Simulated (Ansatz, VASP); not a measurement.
**Pd in VASP and in Ansatz**

```
CELL_PARAMETERS angstrom
-1.57228 1.57228 1.57228
1.57228 -1.57228 1.57228
1.57228 1.57228 -1.57228
ATOMIC_POSITIONS crystal
Pd 0.00000 0.00000 0.00000
```

Alike in both runs: functional PBEsol; k mesh 9 × 9 × 9; occupations fermi-dirac, width 0.05 eV; no spin polarisation.

```csv
,VASP,Ansatz
version,VASP 6.6.1,Ansatz 0.2.0
potentials or method,"VASP PAW PBE potentials, release 64 (Pd), cutoff 520 eV","all-electron LAPW, scalar-relativistic"
task,single point,band structure
```

Ansatz gave:

- gap on the k mesh at the Fermi level (eV): none
- pressure (GPa): -10.2

Estimate VASP's values.

gap on the k mesh at the Fermi level (eV): none; pressure (GPa): -10.3.

VASP's potentials were made for PBE, not for PBEsol. A gap of «none» marks a metal or a gap that the smearing closes. Ansatz ran all-electron here, and VASP with PAW potentials.

Noted on Ansatz's run: the k mesh is thin for a metal, which can move the energy by tens of meV per atom.
